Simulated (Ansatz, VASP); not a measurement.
## Na4AlO: VASP beside Ansatz

Contents of INCAR:

```
  PREC = Accurate
  ENCUT = 600
  EDIFF = 1E-7
  ISMEAR = 0
  SIGMA = 0.2
  LREAL = False
  LASPH = True
  NELM = 80
  ALGO = Normal
  ISIF = 3
  LWAVE = False
  LCHARG = False
  GGA = PE
  IBRION = 2
  NSW = 36
  EDIFFG = -0.08
```

Contents of KPOINTS:

```
regular mesh
0
Gamma
  5 5 2
```

POSCAR

```
Na4AlO
1.0
    3.6000000000      0.0000000000      0.0000000000
   -1.8000000000      3.1176914500      0.0000000000
    0.0000000000      0.0000000000      9.0000000000
Na Al O
4 1 1
Direct
    0.6666666700      0.3333333300      0.8800000000
    0.3333333300      0.6666666700      0.1200000000
    0.3333333300      0.6666666700      0.6800000000
    0.6666666700      0.3333333300      0.3200000000
    0.0000000000      0.0000000000      0.5000000000
    0.0000000000      0.0000000000      0.0000000000
```

Input for Ansatz:

```yaml
crystal:
  lattice:
    - [3.6, 0.0, 0.0]
    - [-1.8, 3.11769145, 0.0]
    - [0.0, 0.0, 9.0]
  atoms:
    - { symbol: Na, position: [0.66666667, 0.33333333, 0.88] }
    - { symbol: Na, position: [0.33333333, 0.66666667, 0.12] }
    - { symbol: Na, position: [0.33333333, 0.66666667, 0.68] }
    - { symbol: Na, position: [0.66666667, 0.33333333, 0.32] }
    - { symbol: Al, position: [0.0, 0.0, 0.5] }
    - { symbol: O, position: [0.0, 0.0, 0.0] }
basis:
  ecutwfc: 420
kpoints:
  mp_grid: { grid: [5, 5, 2] }
hamiltonian:
  xc: pbe
scf:
  occupations: { method: gaussian, width: 0.2 }
  lower_state_search: "off"
output:
  forces: true
  stress: true
  eigenvalues: true
relax:
  adjacent_minimum: "off"
  f_tol: 0.08
  max_steps: 16
  cell: { stress_tol: 0.8 }
```

Alike in both runs: task relaxation of cell and atoms; functional PBE; k mesh 5 × 5 × 2; occupations gaussian, width 0.2 eV; no spin polarisation.

|  | VASP | Ansatz |
| --- | --- | --- |
| version | VASP 6.6.1 | Ansatz 0.2.0 |
| potentials or method | VASP PAW PBE potentials, release 64 (Na_pv, Al, O), cutoff 600 eV | scalar-relativistic, plane waves, PAW |
| valence electrons in the cell | 37 | 45 |

Ansatz gave:

| Property | Result |
| --- | --- |
| gap on the k mesh at the Fermi level, each at its own relaxed structure (eV) | none |
| relaxed volume (Å³/atom) | 24.44 |
| relaxed cell length with the largest relative difference (Å) | 13.316 |

Estimate VASP's values.

gap on the k mesh at the Fermi level, each at its own relaxed structure (eV): none; relaxed volume (Å³/atom): 22.85; relaxed cell length with the largest relative difference (Å): 12.401.

A gap of «none» marks a metal or a gap that the smearing closes. One of these differences is far larger than is usual between the two programs; its cause wasn't traced. VASP's potentials hold 37 valence electrons a cell and Ansatz's 45, so a difference there can come from the potentials and not from the codes.

The k mesh is coarse, so the values compare programs but aren't converged. Noted on VASP's run: the volume moved by over 15 % at a fixed basis, so the end points are rough.
